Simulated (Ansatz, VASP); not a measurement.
## Ca4AlO in VASP and in Ansatz

```
Ca Al O
1.0
     0.00000    4.50535    4.50535
     4.50535    0.00000    4.50535
     4.50535    4.50535    0.00000
Ca Al O
4 1 1
Direct
  0.37462 0.87614 0.37462
  0.37462 0.37462 0.37462
  0.87614 0.37462 0.37462
  0.37462 0.37462 0.87614
  0.00000 0.00000 0.00000
  0.75000 0.75000 0.75000
```

Alike in both runs: task single point; functional PBE; k mesh 4 × 4 × 4; occupations gaussian, width 0.1 eV; collinear spin.

|  | VASP | Ansatz |
| --- | --- | --- |
| version | VASP 6.6.1 | Ansatz 0.2.0 |
| potentials or method | VASP PAW PBE potentials, release 64 (Ca_sv, Al, O), cutoff 520 eV | scalar-relativistic, plane waves, PAW |
| valence electrons in the cell | 49 | 49 |

|  | VASP | Ansatz | Ansatz less VASP |
| --- | --- | --- | --- |
| gap on the k mesh at the Fermi level (eV) | none | none | - |
| pressure (GPa) | 0.4 | 0.4 | +0.01 |
| net moment per atom (μB) | 0.00 | 0.13 | +0.131 |
| size of the moment on the site where the two differ most (μB) | 0.00 | 0.20 | +0.197 |

The net moments are unlike, so the other rows may belong to different states. Site moments also hang on the region over which each program counts them. A gap of «none» marks a metal or a gap that the smearing closes.
